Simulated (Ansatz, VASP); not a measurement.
## One calculation of TePb, two programs

```
Te Pb
1.0
     0.00000    3.22700    3.22700
     3.22700    0.00000    3.22700
     3.22700    3.22700    0.00000
Te Pb
1 1
Direct
  0.50000 0.50000 0.50000
  0.97676 0.02324 0.97676
```

Change from the starting cell: all Pb atoms moved -0.150 Å, as atom 2 along Cartesian [0 1 0].

Alike in both runs: task single point; functional PBE; k mesh 8 × 8 × 8; occupations gaussian, width 0.05 eV; no spin polarisation.

|  | VASP | Ansatz |
| --- | --- | --- |
| version | VASP 6.6.1 | Ansatz 0.2.0 |
| potentials or method | VASP PAW PBE potentials, release 64 (Te, Pb_d), cutoff 520 eV | scalar-relativistic, plane waves, PAW |
| valence electrons in the cell | 20 | 30 |

```tsv
	VASP	Ansatz	Ansatz less VASP
gap on the k mesh at the Fermi level (eV)	0.85	0.84	-0.006
least direct gap on the mesh (eV)	0.85	0.84	-0.006
pressure (GPa)	2.5	2.6	+0.05
traceless stress, the component that is largest in VASP (GPa)	0.60	0.59	-0.005
rms of the force components (eV/Å)	0.088	0.087	-0.0013
```

Atom by atom the forces differ by 0.001 eV/Å (rms over components). The functional is the same, so the differences come from potentials, cutoffs and numerics. VASP's potentials hold 20 valence electrons a cell and Ansatz's 30, so a difference there can come from the potentials and not from the codes.

Neither program's run includes spin-orbit coupling.
